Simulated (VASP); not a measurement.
A run of VASP 6.6.1 is set up as follows.

The input INCAR:

```
SYSTEM = MgCdS4
PREC = Accurate
ENCUT = 750
EDIFF = 1E-6
ISMEAR = 0
SIGMA = 0.1
LREAL = .False.
LASPH = .True.
NELM = 120
ALGO = Normal
ISIF = 2
LWAVE = .False.
LCHARG = .True.
GGA = PE
LELF = .True.
LVHAR = .True.
NBANDS = 36
GGA_COMPAT = .False.
```

File KPOINTS:

```
regular mesh
0
Gamma
  6 6 4
  0 0 0
```

Contents of POSCAR:

```
MgCdS4
1.0
    5.5777473864      0.0000000000      0.0000000000
   -2.7888736932      4.8304709325      0.0000000000
    0.0000000000      0.0000000000      5.3991218625
Mg Cd S
1 1 4
Direct
    0.0000000000      0.0000000000      0.0000000000
    0.0000000000      0.0000000000      0.5000000000
    0.3333333333      0.6666666667      0.6816495800
    0.3333333333      0.6666666667      0.3183504200
    0.6666666667      0.3333333333      0.3183504200
    0.6666666667      0.3333333333      0.6816495800
```

Potentials or basis: VASP PAW PBE potentials, release 64 (Mg_sv, Cd_sv_GW, S).

Launch:

```sh
$ cat potpaw_PBE.64/Mg_sv/POTCAR potpaw_PBE.64/Cd_sv_GW/POTCAR potpaw_PBE.64/S/POTCAR > POTCAR
$ mpirun -np 1 vasp_std > vasp.out
```

(1) Predict the largest force.

(2) Predict the band gap on the k mesh.

Results:

(1) 0.222 eV/Å.

(2) zero (bands 27 and 28 overlap by 0.67 eV).

Caveat: semilocal functionals underestimate gaps, and a narrow one can read as zero.
